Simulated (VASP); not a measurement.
Crystal: C.

```
C
1.0
     0.00000    1.77690    1.77690
     1.77690    0.00000    1.77690
     1.77690    1.77690    0.00000
C
2
Direct
  0.50000 0.50000 0.50000
  0.75000 0.75000 0.75000
```

Base run:

```yaml
Program: VASP 6.6.1
Functional: PBEsol
Potentials_or_basis: VASP PAW PBE potentials, release 64 (C)
Cutoff: 520 eV
k_mesh: 12 × 12 × 12
Occupations: gaussian, width 0.02 eV
Spin: no spin polarisation
```

Its results: band gap on the k mesh 4.06 eV, indirect (least direct gap 5.57 eV); pressure 1.1 GPa.

Q: The run is repeated on the same cell with these changes: potentials or basis from VASP PAW PBE potentials, release 64 (C) to VASP PAW PBE potentials, release 64 (C_h); cutoff from 520 eV to 910 eV. What comes out?

A: Band gap on the k mesh 4.07 eV, indirect (least direct gap 5.57 eV); pressure 0.0 GPa.

Caveats: the PAW data sets were made with another functional, which shifts forces and pressure a little; the cutoff is under 1.25 times the usual one of these potentials, so pressure, stress and relaxed cells hold a basis-set (Pulay) error (some runs).

A k mesh can miss the band edges.
